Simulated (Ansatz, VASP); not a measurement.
# One calculation of ZnCu, two programs

```
Zn Cu
1.0
     2.94500    0.00000    0.00000
     0.00000    2.94500    0.00000
     0.00000    0.00000    3.18060
Zn Cu
1 1
Direct
  0.50000 0.50000 0.50000
  0.00000 0.00000 0.00000
```

Change from the starting cell: strain +0.000 along x and y, +0.080 along z, atoms carried along.

Alike in both runs: task single point; functional PBEsol; k mesh 16 × 16 × 16; occupations gaussian, width 0.15 eV; no spin polarisation.

|  | VASP | Ansatz |
| --- | --- | --- |
| version | VASP 6.6.1 | Ansatz 0.2.0 |
| potentials or method | VASP PAW PBE potentials, release 64 (Zn, Cu), cutoff 520 eV | scalar-relativistic, plane waves, PAW |
| valence electrons in the cell | 23 | 31 |

```csv
,VASP,Ansatz,Ansatz less VASP
gap on the k mesh at the Fermi level (eV),none,none,-
pressure (GPa),-11.2,-11.8,-0.58
"traceless stress, the component that is largest in VASP (GPa)",-0.06,-0.04,+0.018
```

VASP's potentials were made for PBE, not for PBEsol. A gap of «none» marks a metal or a gap that the smearing closes. VASP's potentials hold 23 valence electrons a cell and Ansatz's 31, so a difference there can come from the potentials and not from the codes.
